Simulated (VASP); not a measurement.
# HfNbSe4 (P4/mmm) in VASP: single point with PBE

Aim: the single point of HfNbSe4 with PBE.

Everything below comes from runs of VASP 6.6.1. Logs are shortened: lines on timing, memory, paths and dates and some standing lists are left out, and cuts for length are marked.

## Step 1: The cell of the first run

The structure is tetragonal, space group P4/mmm (No. 123). The conventional cell has a = 4.585 Å, b = 4.585 Å, c = 6.491 Å, α = 90.00°, β = 90.00°, γ = 90.00°. Within 3.7 Å of Hf (site symmetry 4/mmm) lie 8 Se at 2.83 Å. Nb (site symmetry 4/mmm) has 8 Se at 2.79 Å within 3.7 Å. Within 3.7 Å of Se (site symmetry 2mm) lie 2 Nb at 2.79 Å and 2 Hf at 2.83 Å and 6 Se at 3.19 to 3.31 Å.

The cell was generated, and may not be a known phase.

## Step 2: Single point, PBE, collinear spin

INCAR

```
PREC = Accurate
ENCUT = 520
EDIFF = 1E-7
ISMEAR = 0
SIGMA = 0.1
LREAL = False
LASPH = True
NELM = 150
ALGO = Normal
ISIF = 2
LWAVE = False
LCHARG = False
ISPIN = 2
MAGMOM = 0 1.19 0 0 0 0
LORBIT = 11
LMAXMIX = 4
GGA = PE
NBANDS = 36
```

KPOINTS

```
Automatic mesh
0
Gamma
  8 8 6
```

POSCAR

```
HfNbSe4
1.0
    4.5846177910      0.0000000000      0.0000000000
    0.0000000000      4.5846177910      0.0000000000
    0.0000000000      0.0000000000      6.4909491953
Hf Nb Se
1 1 4
Direct
    0.0000000000      0.0000000000      0.5000000000
    0.5000000000      0.5000000000      0.0000000000
    0.5000000000      0.0000000000      0.2454078573
    0.5000000000      0.0000000000      0.7545921427
    0.0000000000      0.5000000000      0.7545921427
    0.0000000000      0.5000000000      0.2454078573
```

Potentials or basis: VASP PAW PBE potentials, release 64 (Hf_pv, Nb_sv, Se).

Launch:

```
> cat potpaw_PBE.64/Hf_pv/POTCAR potpaw_PBE.64/Nb_sv/POTCAR potpaw_PBE.64/Se/POTCAR > POTCAR
> mpirun -np 1 vasp_std > vasp.out
```

OUTCAR:

```text
PREC = Accurate
   ENCUT = 520
   EDIFF = 1E-7
   ISMEAR = 0
   LREAL = False
   LASPH = True
   NELM = 150
   ISIF = 2
   ISPIN = 2
   LORBIT = 11
   GGA = PE

 ion  position               nearest neighbor table
   1  0.000  0.000  0.500-   3 2.83   4 2.83   5 2.83   6 2.83   5 2.83   6 2.83   3 2.83   4 2.83

   2  0.500  0.500  0.000-   3 2.79   4 2.79   5 2.79   6 2.79   3 2.79   4 2.79   5 2.79   6 2.79

   3  0.500  0.000  0.245-   2 2.79   2 2.79   1 2.83   1 2.83
   4  0.500  0.000  0.755-   2 2.79   2 2.79   1 2.83   1 2.83
   5  0.000  0.500  0.755-   2 2.79   2 2.79   1 2.83   1 2.83
   6  0.000  0.500  0.245-   2 2.79   2 2.79   1 2.83   1 2.83

  LATTYP: Found a simple tetragonal cell.
 ALAT       =     4.5846177910
 C/A-ratio  =     1.4158103230

  Lattice vectors:

 A1 = (   4.5846177910,   0.0000000000,   0.0000000000)
 A2 = (   0.0000000000,   4.5846177910,   0.0000000000)
 A3 = (   0.0000000000,   0.0000000000,   6.4909491953)

Analysis of symmetry for initial positions (statically):
=====================================================================
 Subroutine PRICEL returns:
 Original cell was already a primitive cell.

 Routine SETGRP: Setting up the symmetry group for a
 simple tetragonal supercell.

 Subroutine GETGRP returns: Found 16 space group operations
 (whereof 16 operations were pure point group operations)
 out of a pool of 16 trial point group operations.

The static configuration has the point symmetry D_4h.

Analysis of symmetry for dynamics (positions and initial velocities):
=====================================================================
 Subroutine PRICEL returns:
 Original cell was already a primitive cell.

 Routine SETGRP: Setting up the symmetry group for a
 simple tetragonal supercell.

 Subroutine GETGRP returns: Found 16 space group operations
 (whereof 16 operations were pure point group operations)
 out of a pool of 16 trial point group operations.

The dynamic configuration has the point symmetry D_4h.

Analysis of structural, dynamic, and magnetic symmetry:
=====================================================================
 Subroutine PRICEL returns:
 Original cell was already a primitive cell.

 Routine SETGRP: Setting up the symmetry group for a
 simple tetragonal supercell.

 Subroutine GETGRP returns: Found 16 space group operations
 (whereof 16 operations were pure point group operations)
 out of a pool of 16 trial point group operations.

The overall configuration has the point symmetry D_4h.

 Subroutine INISYM returns: Found 16 space group operations
 (whereof 16 operations are pure point group operations),
 and found     1 'primitive' translations

----------------------------------------------------------------------------------------

                                     Primitive cell

  volume of cell :     136.4314

  direct lattice vectors                    reciprocal lattice vectors
     4.584617791  0.000000000  0.000000000     0.218120691  0.000000000  0.000000000
     0.000000000  4.584617791  0.000000000     0.000000000  0.218120691  0.000000000
     0.000000000  0.000000000  6.490949195     0.000000000  0.000000000  0.154060673

  length of vectors
     4.584617791  4.584617791  6.490949195     0.218120691  0.218120691  0.154060673

  position of ions in fractional coordinates (direct lattice)
     0.000000000  0.000000000  0.500000000
     0.500000000  0.500000000  0.000000000
     0.500000000  0.000000000  0.245407857
     0.500000000  0.000000000  0.754592143
     0.000000000  0.500000000  0.754592143
     0.000000000  0.500000000  0.245407857

  ion indices of the primitive-cell ions
   primitive index   ion index
                 1           1
                 2           2
                 3           3
                 4           4
                 5           5
                 6           6

----------------------------------------------------------------------------------------

 KPOINTS: Automatic mesh

Automatic generation of k-mesh.
 Grid dimensions read from file:
 generate k-points for:    8    8    6

 Generating k-lattice:

  Cartesian coordinates                     Fractional coordinates (reciprocal lattice)
     0.027265086  0.000000000  0.000000000     0.125000000  0.000000000  0.000000000
     0.000000000  0.027265086  0.000000000     0.000000000  0.125000000  0.000000000
     0.000000000  0.000000000  0.025676779     0.000000000  0.000000000  0.166666667

  Length of vectors
     0.027265086  0.027265086  0.025676779

  Shift w.r.t. Gamma in fractional coordinates (k-lattice)
     0.000000000  0.000000000  0.000000000

 Subroutine IBZKPT returns following result:
 ===========================================

 Found     60 irreducible k-points:

 Following reciprocal coordinates:
            Coordinates               Weight
  0.000000  0.000000  0.000000      1.000000
  0.125000  0.000000  0.000000      4.000000
  0.250000  0.000000  0.000000      4.000000
  0.375000  0.000000  0.000000      4.000000
  0.500000  0.000000  0.000000      2.000000
  0.125000  0.125000  0.000000      4.000000
[... 16 lines left out ...]
  0.375000  0.125000  0.166667     16.000000
  0.500000  0.125000  0.166667      8.000000
 [... further k-points ...]
   k-points           NKPTS =     60   k-points in BZ     NKDIM =     60   number of bands    NBANDS=     36
   number of dos      NEDOS =    301   number of ions     NIONS =      6
   total plane-waves  NPLWV =  62208
   dimension x,y,z NGX =    36 NGY =   36 NGZ =   48
   dimension x,y,z NGXF=    72 NGYF=   72 NGZF=   96
   ions per type =               1   1   4
   NGX,Y,Z   is equivalent  to a cutoff of  13.05, 13.05, 12.29 a.u.
   NGXF,Y,Z  is equivalent  to a cutoff of  26.11, 26.11, 24.59 a.u.
 SYSTEM =  unknown system
   PREC   = accura    normal or accurate (medium, high low for compatibility)
   ISTART =      0    job   : 0-new  1-cont  2-samecut
   ICHARG =      2    charge: 1-file 2-atom 10-const
   ISPIN  =      2    spin polarized calculation?
   LNONCOLLINEAR =      F non collinear calculations
   LSORBIT =      F    spin-orbit coupling
   LASPH  =      T    aspherical Exc in radial PAW
   ENCUT  =  520.0 eV  38.22 Ry    6.18 a.u.   8.52  8.52 12.07*2*pi/ulx,y,z
   NELM   =    150;   NELMIN=  2; NELMDL= -5     # of ELM steps
   EDIFF  = 0.1E-06   stopping-criterion for ELM
   LREAL  =      F    real-space projection
   EDIFFG = 0.1E-05   stopping-criterion for IOM
   NSW    =      0    number of steps for IOM
   IBRION =     -1    ionic relax: 0-MD 1-quasi-New 2-CG
   NFREE  =      0    steps in history (QN), initial steepest desc. (CG)
   ISIF   =      2    stress and relaxation
   ISYM   =      2    0-nonsym 1-usesym 2-fastsym
   POTIM  = 0.5000    time-step for ionic-motion
   TEBEG  =    0.0;   TEEND  =   0.0 temperature during run
   PSTRESS=    0.0 pullay stress
   NELECT =      47.0000    total number of electrons
   NUPDOWN=      -1.0000    fix difference up-down
   EMIN   =  10.00;   EMAX   =-10.00  energy-range for DOS
   EFERMI =   0.00;   METHOD = LEGACY
   ISMEAR =     0;   SIGMA  =   0.10  broadening in eV -4-tet -1-fermi 0-gaus
   EFERMI_NEDOS =   21; number of points for ismear=-14 and -15
   IALGO  =     38    algorithm
   IMIX   =      4    mixing-type and parameters
     AMIX     =   0.40;   BMIX     =  1.00
     AMIX_MAG =   1.60;   BMIX_MAG =  1.00
  volume/ion in A,a.u.               =      22.74       153.45
  Fermi-wavevector in a.u.,A,eV,Ry     =   1.147632  2.168710 17.919676  1.317059
  Thomas-Fermi vector in A             =   2.284311
   LORBIT       =     11    0 simple, 1 ext, 2 COOP (PROOUT), +10 PAW based schemes
   GGA     = PE    functional components
   LHFCALC =     F    Hartree Fock is set to
   AEXX    =    0.0000 exact exchange contribution
   IVDW    =     0    specifies the selected vdW correction
   LEPSILON=     F    determine dielectric tensor
   LRPA    =     F    only Hartree local field effects (RPA)
 spin polarized calculation
 Gauss-broadening in eV      SIGMA  =   0.10
  energy-cutoff  :      520.00
  volume of cell :      136.43
 maximum number of plane-waves:      3712
 NGX is ok and might be reduce to    36
   NGX = 17   NGY = 17   NGZ = 25

 number of electron      47.0000003 magnetization       1.5243868

 Free energy of the ion-electron system (eV)
  ---------------------------------------------------
  ext. energy  EPLUGINS =         0.00000000
  ---------------------------------------------------
  free energy    TOTEN  =       -38.13490289 eV

  energy without entropy =      -38.11607474  energy(sigma->0) =      -38.12548882

 E-fermi :   5.3804     XC(G=0): -10.1219

 val. band max:        5.3770174783   @ k =   0.2500   0.2500   0.1667
 cond. band min:       5.3805672364   @ k =   0.2500   0.1250   0.0000
 fundamental gap:      0.0035497580
 Fermi energy:         5.3803863256

 spin component 1

 k-point     1 :       0.0000    0.0000    0.0000
  band No.  band energies     occupation
      1     -50.3972      1.00000
      2     -26.6010      1.00000
      3     -26.6010      1.00000
      4     -26.5971      1.00000
      5     -26.4986      1.00000
      6     -26.4986      1.00000
[... 27 lines left out ...]
     34       9.8560      0.00000
     35       9.9564      0.00000

 k-point     2 :       0.1250    0.0000    0.0000
  band No.  band energies     occupation
      1     -50.3972      1.00000
      2     -26.6028      1.00000
      3     -26.6009      1.00000
      4     -26.5966      1.00000
      5     -26.5004      1.00000
      6     -26.4986      1.00000
[... 27 lines left out ...]
     34      10.0137      0.00000
     35      10.0303      0.00000
[... 796 lines left out ...]
     34      10.3838      0.00000
     35      11.1504      0.00000

 k-point    24 :       0.5000    0.1250    0.1667
  band No.  band energies     occupation
      1     -50.3970      1.00000
      2     -26.6131      1.00000
      3     -26.6022      1.00000
      4     -26.5937      1.00000
      5     -26.5103      1.00000
      6     -26.4999      1.00000
[... 27 lines left out ...]
     34      10.5108      0.00000
     35      11.1918      0.00000

 [... further k-points ...]

 spin component 2

 k-point     1 :       0.0000    0.0000    0.0000
  band No.  band energies     occupation
      1     -49.6401      1.00000
      2     -26.5678      1.00000
      3     -26.5678      1.00000
      4     -26.5473      1.00000
      5     -25.6406      1.00000
      6     -25.6406      1.00000
[... 27 lines left out ...]
     34      10.0989      0.00000
     35      10.1352      0.00000

 k-point     2 :       0.1250    0.0000    0.0000
  band No.  band energies     occupation
      1     -49.6401      1.00000
      2     -26.5696      1.00000
      3     -26.5677      1.00000
      4     -26.5469      1.00000
      5     -25.6425      1.00000
      6     -25.6405      1.00000
[... 27 lines left out ...]
     34      10.1273      0.00000
     35      10.2597      0.00000
[... 796 lines left out ...]
     34      10.5774      0.00000
     35      11.3890      0.00000

 k-point    24 :       0.5000    0.1250    0.1667
  band No.  band energies     occupation
      1     -49.6399      1.00000
      2     -26.5799      1.00000
      3     -26.5690      1.00000
      4     -26.5447      1.00000
      5     -25.6533      1.00000
      6     -25.6420      1.00000
[... 27 lines left out ...]
     34      10.6885      0.00000
     35      11.4774      0.00000

 [... further k-points ...]

 [bands above 35 left out]

------------------------ aborting loop because EDIFF is reached ----------------------------------------

  FORCE on cell =-STRESS in cart. coord.  units (eV):
  Direction    XX          YY          ZZ          XY          YZ          ZX
  --------------------------------------------------------------------------------------
  -------------------------------------------------------------------------------------
  Total       -0.1816364     -0.1816364     -0.1767980      0.0000000      0.0000000      0.0000000
  in kB       -2.1330400     -2.1330400     -2.0762206      0.0000000      0.0000000      0.0000000
  external PRESSURE =      -2.1141002 kB  Pullay stress =       0.0000000 kB

 VOLUME and BASIS-vectors are now :
 -----------------------------------------------------------------------------
  energy-cutoff  :      520.00
  volume of cell :      136.43
      direct lattice vectors                 reciprocal lattice vectors
     4.584617791  0.000000000  0.000000000     0.218120691  0.000000000  0.000000000
     0.000000000  4.584617791  0.000000000     0.000000000  0.218120691  0.000000000
     0.000000000  0.000000000  6.490949195     0.000000000  0.000000000  0.154060673

 POSITION                                       TOTAL-FORCE (eV/Angst)
 -----------------------------------------------------------------------------------
      0.00000      0.00000      3.24547         0.000000      0.000000      0.000000
      2.29231      2.29231      0.00000         0.000000      0.000000      0.000000
      2.29231      0.00000      1.59293        -0.000000     -0.000000      0.022878
      2.29231      0.00000      4.89802         0.000000     -0.000000     -0.022878
      0.00000      2.29231      4.89802        -0.000000      0.000000     -0.022878
      0.00000      2.29231      1.59293         0.000000     -0.000000      0.022878
 -----------------------------------------------------------------------------------
    total drift:                                0.000000      0.000000      0.000000

  FREE ENERGIE OF THE ION-ELECTRON SYSTEM (eV)
  ---------------------------------------------------
  free  energy   TOTEN  =       -38.1349028882 eV

  energy  without entropy=      -38.1160747436  energy(sigma->0) =      -38.12548882

 total charge

# of ion       s       p       d       tot
------------------------------------------
    1        0.292   6.356   1.371   8.019
    2        2.129   5.976   2.374  10.480
    3        1.468   2.360   0.040   3.867
    4        1.468   2.360   0.040   3.867
    5        1.468   2.360   0.040   3.867
    6        1.468   2.360   0.040   3.867
--------------------------------------------------
tot          8.293  21.771   3.905  33.969

 magnetization (x)

# of ion       s       p       d       tot
------------------------------------------
    1        0.017   0.011   0.051   0.079
    2        0.017   0.011   1.084   1.111
    3       -0.002  -0.033   0.007  -0.028
    4       -0.002  -0.033   0.007  -0.028
    5       -0.002  -0.033   0.007  -0.028
    6       -0.002  -0.033   0.007  -0.028
--------------------------------------------------
tot          0.027  -0.110   1.163   1.080
```

Run time: 13 min. Hardware: 1 thread of Oxide Virtual Turin-like, shared host; peak memory 0.56 GiB.

What came out:

```
Free energy                                           : -38.1349 eV
Pressure                                              : -0.2 GPa
Largest force                                         : 0.023 eV/Å
Net moment                                            : 1.52 μB per cell
Site moments                                          : Hf +0.08; Nb +1.11; Se -0.03 μB
Valence electrons inside the program's atomic spheres : Hf 8.02; Nb 10.48; Se 3.87
```

Forces in eV/Å, atoms in the order of the input:
```
Hf   0.000  0.000  0.000
Nb   0.000  0.000  0.000
Se   0.000  0.000  0.023
Se   0.000  0.000 -0.023
Se   0.000  0.000 -0.023
Se   0.000  0.000  0.023
```

Levels at points of the mesh, in eV from the Fermi level:
Spin up:
| k point | band 20 | band 21 | band 22 | band 23 | band 24 | band 25 | band 26 | band 27 | band 28 | band 29 |
| --- | --- | --- | --- | --- | --- | --- | --- | --- | --- | --- |
| (0.00, 0.00, 0.00) | -0.84 | -0.61 | -0.48 | -0.47 | -0.47 | 0.11 | 0.89 | 1.02 | 1.69 | 3.31 |
| (0.50, 0.00, 0.00) | -2.23 | -2.17 | -1.15 | -0.85 | -0.46 | 0.33 | 0.85 | 1.57 | 1.67 | 2.51 |
| (0.50, 0.50, 0.00) | -1.78 | -1.51 | -0.85 | -0.51 | 0.52 | 0.88 | 0.92 | 1.09 | 1.76 | 1.76 |
| (0.00, 0.00, 0.50) | -0.96 | -0.96 | -0.81 | -0.81 | -0.54 | -0.22 | 0.54 | 0.85 | 2.57 | 2.57 |
| (0.50, 0.00, 0.50) | -2.69 | -2.60 | -2.59 | -2.49 | -0.42 | -0.23 | 0.56 | 0.68 | 1.63 | 1.89 |
| (0.50, 0.50, 0.50) | -1.96 | -1.41 | -0.36 | 0.20 | 0.53 | 0.62 | 0.98 | 1.41 | 1.59 | 1.59 |
Spin down:
```
           k point  band 20  band 21  band 22  band 23  band 24  band 25  band 26  band 27
(0.00, 0.00, 0.00)    -0.49    -0.48    -0.48     0.11     0.45     0.50     0.86     1.40
(0.50, 0.00, 0.00)    -2.22    -2.13    -0.94    -0.82     0.75     0.91     1.54     1.65
(0.50, 0.50, 0.00)    -1.61    -1.49    -0.04     0.28     0.86     0.87     1.43     1.45
(0.00, 0.00, 0.50)    -0.86    -0.86    -0.78    -0.78     0.64     0.83     0.90     1.02
(0.50, 0.00, 0.50)    -2.68    -2.58    -2.56    -2.46     0.77     0.85     0.88     0.91
(0.50, 0.50, 0.50)    -1.62    -1.38     0.52     0.58     1.04     1.14     1.41     1.48
```

Caveat: spin-orbit coupling is left out, which moves the levels of the heavy elements.
